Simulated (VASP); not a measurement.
Write the native input for VASP 6.6.1 that does the following.

- Task: single point
- Functional: PBE
- Potentials or basis: VASP PAW PBE potentials, release 64 (Ti_sv, N)
- Cutoff: 520 eV
- k mesh: 20 × 20 × 20
- Occupations: gaussian, width 0.15 eV
- Spin: no spin polarisation
- Dipole correction: no
- Further INCAR settings: ALGO = Normal; EDIFF = 1e-06; NBANDS = 16

The structure of TiN lies in POSCAR:

```
TiN
1.0
    0.0000000000      2.1512702067      2.1512702067
    2.1512702067      0.0000000000      2.1512702067
    2.1512702067      2.1512702067      0.0000000000
Ti N
1 1
Direct
    0.0000000000      0.0000000000      0.0000000000
    0.5000000000      0.5000000000      0.5000000000
```

One way to write it, as run:

INCAR

```
SYSTEM = TiN
ALGO = Normal ; EDIFF = 1E-6
ENCUT = 520 ; GGA = PE
ISIF = 2 ; ISMEAR = 0
LASPH = .True. ; LCHARG = .False.
LREAL = .False. ; LWAVE = .False.
NBANDS = 16 ; NELM = 80
PREC = Accurate ; SIGMA = 0.15
```

KPOINTS

```
k-points
0
Gamma
  20 20 20
  0 0 0
```

Potentials or basis: VASP PAW PBE potentials, release 64 (Ti_sv, N).

Command:

```sh
$ cat potpaw_PBE.64/Ti_sv/POTCAR potpaw_PBE.64/N/POTCAR > POTCAR
$ mpirun -np 1 vasp_std > vasp.out
```

It gave:

| Quantity | Value |
| --- | --- |
| Pressure | -9.5 GPa |
| Band gap on the k mesh | zero (an odd number of electrons rules out a gap without spin polarisation) |

Caveat: the cell stands under tension.

Run time: 32 s on 1 thread of Intel(R) Xeon(R) 6975P-C (Granite Rapids), with other jobs on the host, peak memory 0.2 GiB.
